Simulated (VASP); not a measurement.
Wanted: the native input for a VASP 6.6.1 run.

- Task: single point
- Functional: PBE
- Potentials or basis: VASP PAW PBE potentials, release 64 (Na_pv, Ta_pv, F)
- Cutoff: 520 eV
- k mesh: 8 × 8 × 8
- Occupations: gaussian, width 0.1 eV
- Spin: no spin polarisation
- Dipole correction: no
- Further INCAR settings: ALGO = Normal; EDIFF = 1e-06; NBANDS = 38

The structure of NaTa4F lies in POSCAR:

```
NaTa4F
1.0
    0.0000000000      3.9582219372      3.9582219372
    3.9582219372      0.0000000000      3.9582219372
    3.9582219372      3.9582219372      0.0000000000
Na Ta F
1 4 1
Direct
    0.2500000000      0.2500000000      0.2500000000
    0.6214451738      0.6214451738      0.6214451738
    0.6214451738      0.6214451738      0.1356644787
    0.6214451738      0.1356644787      0.6214451738
    0.1356644787      0.6214451738      0.6214451738
    0.0000000000      0.0000000000      0.0000000000
```

The cell was generated, and may not be a known phase.

These files were run (other wordings do the same):

INCAR

```
SYSTEM = NaTa4F
ALGO = Normal
EDIFF = 1E-6
ENCUT = 520
GGA = PE
ISIF = 2
ISMEAR = 0
LASPH = .True.
LCHARG = .True.
LELF = .True.
LREAL = .False.
LVHAR = .True.
LWAVE = .False.
NBANDS = 38
NELM = 80
PREC = Accurate
SIGMA = 0.1
```

KPOINTS

```
k-points
0
Gamma
  8 8 8
  0 0 0
```

Potentials or basis: VASP PAW PBE potentials, release 64 (Na_pv, Ta_pv, F).

Command:

```sh
$ cat potpaw_PBE.64/Na_pv/POTCAR potpaw_PBE.64/Ta_pv/POTCAR potpaw_PBE.64/F/POTCAR > POTCAR
$ mpirun -np 1 vasp_std > vasp.out
```

It gave:

| Item | Value |
| --- | --- |
| Pressure | 0.0 GPa |
| Band gap on the k mesh | zero (bands 29 and 30 overlap by 0.27 eV) |

Caveat: spin-orbit coupling is left out, which moves the levels of the heavy elements.

It took 94 s on 1 thread of Intel(R) Xeon(R) 6975P-C (Granite Rapids) (shared host), peak memory 0.32 GiB.
